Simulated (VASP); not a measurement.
# Os (P6_3/mmc) in VASP: notebook, part 3 of 3

VASP 6.6.1.

## 5. Electric field gradients, r2SCAN (14.69 Å³/atom)

This run uses another cell than the first one, of 14.69 Å³/atom.

Contents of POSCAR:

```
Os
1.0
    2.7822717212      0.0000000000      0.0000000000
   -1.3911358606      2.4095179908      0.0000000000
    0.0000000000      0.0000000000      4.3832459359
Os
2
Direct
    0.3333333333      0.6666666667      0.2500000000
    0.6666666667      0.3333333333      0.7500000000
```

Contents of INCAR.step1:

```
PREC     = Accurate       # precision mode
ENCUT    = 580            # plane-wave cutoff, eV
ISMEAR   = -1             # smearing method
SIGMA    = 0.05           # smearing width, eV
LREAL    = False          # projectors in reciprocal space
LASPH    = True           # aspherical terms in the spheres
NELM     = 120            # most SCF steps
NBANDS   = 15             # bands
GGA      = PE             # functional
ALGO     = Normal         # electronic algorithm
EDIFF    = 1E-5           # SCF threshold, eV
LWAVE    = True           # write WAVECAR
LCHARG   = False          # write CHGCAR
GGA_COMPAT= False
```

Contents of INCAR.step2:

```
PREC     = Accurate       # precision mode
ENCUT    = 580            # plane-wave cutoff, eV
EDIFF    = 1E-8           # SCF threshold, eV
ISMEAR   = -1             # smearing method
SIGMA    = 0.05           # smearing width, eV
LREAL    = False          # projectors in reciprocal space
LASPH    = True           # aspherical terms in the spheres
NELM     = 120            # most SCF steps
ALGO     = Normal         # electronic algorithm
ISIF     = 2              # what is computed and relaxed
LWAVE    = False          # write WAVECAR
LCHARG   = False          # write CHGCAR
METAGGA  = R2SCAN         # meta-GGA
LMIXTAU  = True         
LEFG     = True         
NBANDS   = 15             # bands
ISTART   = 1            
GGA_COMPAT= False
```

Contents of KPOINTS:

```
Automatic mesh
0
Gamma
  15 15 9
```

Potentials or basis: VASP PAW PBE potentials, release 64 (Os).

Launch:

```console
cat potpaw_PBE.64/Os/POTCAR > POTCAR
cp INCAR.step1 INCAR
mpirun -np 1 vasp_std > vasp.out
cp INCAR.step2 INCAR
mpirun -np 1 vasp_std > vasp.out
```

OUTCAR:

```text
PREC = Accurate
   ENCUT = 580
   EDIFF = 1E-8
   ISMEAR = -1
   LREAL = False
   LASPH = True
   NELM = 120
   ISIF = 2
   METAGGA = R2SCAN
   ISTART = 1

 ion  position               nearest neighbor table
   1  0.333  0.667  0.250-   2 2.72   2 2.72   2 2.72   2 2.72   2 2.72   2 2.72
   2  0.667  0.333  0.750-   1 2.72   1 2.72   1 2.72   1 2.72   1 2.72   1 2.72

  LATTYP: Found a hexagonal cell.
 ALAT       =     2.7822717212
 C/A-ratio  =     1.5754197919

  Lattice vectors:

 A1 = (   2.7822717212,   0.0000000000,   0.0000000000)
 A2 = (  -1.3911358606,   2.4095179908,   0.0000000000)
 A3 = (   0.0000000000,   0.0000000000,   4.3832459359)
[... 646 lines left out ...]
  free  energy   TOTEN  =      -105.9431271151 eV

  energy  without entropy=     -105.9345436314  energy(sigma->0) =     -105.93883537

 Electric field gradients (V/A^2)
---------------------------------------------------------------------
 ion       V_xx      V_yy      V_zz      V_xy      V_xz      V_yz
---------------------------------------------------------------------
   1      38.389    38.389   -76.777    -0.000     0.000    -0.000
   2      38.389    38.389   -76.777    -0.000    -0.000     0.000
---------------------------------------------------------------------

 Electric field gradients after diagonalization (V/A^2)
 (convention: |V_zz| > |V_xx| > |V_yy|)
----------------------------------------------------------------------
 ion       V_xx      V_yy      V_zz     asymmetry (V_yy - V_xx)/ V_zz
----------------------------------------------------------------------
   1      38.389    38.389   -76.777       0.000
   2      38.389    38.389   -76.777       0.000
----------------------------------------------------------------------

           NMR quadrupolar parameters

 Cq : quadrupolar parameter    Cq=e*Q*V_zz/h
 eta: asymmetry parameters     (V_yy - V_xx)/ V_zz
 Q  : nuclear electric quadrupole moment in mb (millibarn)
----------------------------------------------------------------------
 ion       Cq(MHz)       eta       Q (mb)
----------------------------------------------------------------------
   1      -0.186       0.000       1.000
   2      -0.186       0.000       1.000
----------------------------------------------------------------------
```

OSZICAR.step1:

```text
N       E                     dE             d eps       ncg     rms          rms(c)
DAV:   1     0.108609973916E+03    0.10861E+03   -0.78308E+03  4050   0.111E+03
DAV:   2    -0.184465400129E+02   -0.12706E+03   -0.11010E+03  4078   0.333E+02
DAV:   3    -0.239125923132E+02   -0.54661E+01   -0.52437E+01  5464   0.609E+01
DAV:   4    -0.239560540600E+02   -0.43462E-01   -0.43389E-01  4365   0.577E+00
DAV:   5    -0.239562981886E+02   -0.24413E-03   -0.24411E-03  5563   0.398E-01    0.207E+01
DAV:   6    -0.227977754044E+02    0.11585E+01   -0.10477E+00  5128   0.884E+00    0.891E+00
DAV:   7    -0.224880216077E+02    0.30975E+00   -0.64375E-01  5219   0.678E+00    0.443E-01
DAV:   8    -0.224825266612E+02    0.54949E-02   -0.61370E-03  4155   0.571E-01    0.279E-01
DAV:   9    -0.224798760653E+02    0.26506E-02   -0.13906E-03  4932   0.370E-01    0.492E-02
DAV:  10    -0.224799043800E+02   -0.28315E-04   -0.59556E-05  5261   0.672E-02    0.118E-02
DAV:  11    -0.224798821297E+02    0.22250E-04   -0.38925E-06  2893   0.208E-02    0.142E-03
DAV:  12    -0.224798810430E+02    0.10868E-05   -0.27184E-07  2438   0.423E-03
   1 F= -.22479881E+02 E0= -.22475335E+02  d E =-.909111E-02
```

Run time: 94 s. Hardware: 1 thread of Intel Xeon 6975P-C (Granite Rapids), shared host; peak memory 0.2 GiB.

Results:

| Property | Result |
| --- | --- |
| Free energy | -105.9431 eV |
| Pressure | -17.5 GPa |
| Band gap on the k mesh | zero (bands 8 and 9 overlap by 3.64 eV) |
| Largest electric field gradient by atom | Os -76.8 V/Å² |

Levels at points of the mesh, in eV from the Fermi level:
```
           k point  band 4  band 5  band 6  band 7  band 8  band 9  band 10  band 11  band 12  band 13
(0.00, 0.00, 0.00)   -2.94   -2.66   -2.13   -2.13   -1.55   -1.55     0.06     1.63     1.63     9.01
```

Electric field gradients, principal values (V/Å²):
```tsv
atom	least	middle	greatest (by size)
1 Os	38.389	38.389	-76.777
2 Os	38.389	38.389	-76.777
```

Caveat: the cell stands under tension; without QUAD_EFG the Cq values of the log hold for a quadrupole moment of 1 mb, not for the nuclei; the PAW data sets were made with another functional, which shifts forces and pressure a little; spin-orbit coupling is left out, which moves the levels of the heavy elements.

## 6. The runs side by side

| cell | gap on the mesh (eV) | pressure (GPa) |
| --- | --- | --- |
| a = 2.709, b = 2.709, c = 4.268 Å, angles 90.0, 90.0, 120.0°, 2 atoms | none | 16.7 |
| a = 2.728, b = 2.728, c = 4.297 Å, angles 90.0, 90.0, 120.0°, 2 atoms | none | 6.6 |
| a = 2.764, b = 2.764, c = 4.355 Å, angles 90.0, 90.0, 120.0°, 2 atoms | none | -10.4 |
| a = 2.782, b = 2.782, c = 4.383 Å, angles 90.0, 90.0, 120.0°, 2 atoms | none | -17.5 |

Alike in all rows: task electric field gradients; level r2SCAN; potentials or basis VASP PAW PBE potentials, release 64 (Os); no spin polarisation; k mesh 15 × 15 × 9; cutoff (eV) 580; smearing fermi-dirac 0.05 eV.

Caveats: the PAW data sets were made with another functional, which shifts forces and pressure a little; spin-orbit coupling is left out, which moves the levels of the heavy elements; the cell stands under pressure (at least some runs); the cell stands under tension (at least some runs).

Total energies depend on the potentials used, so only differences within one code and one set of settings carry meaning.
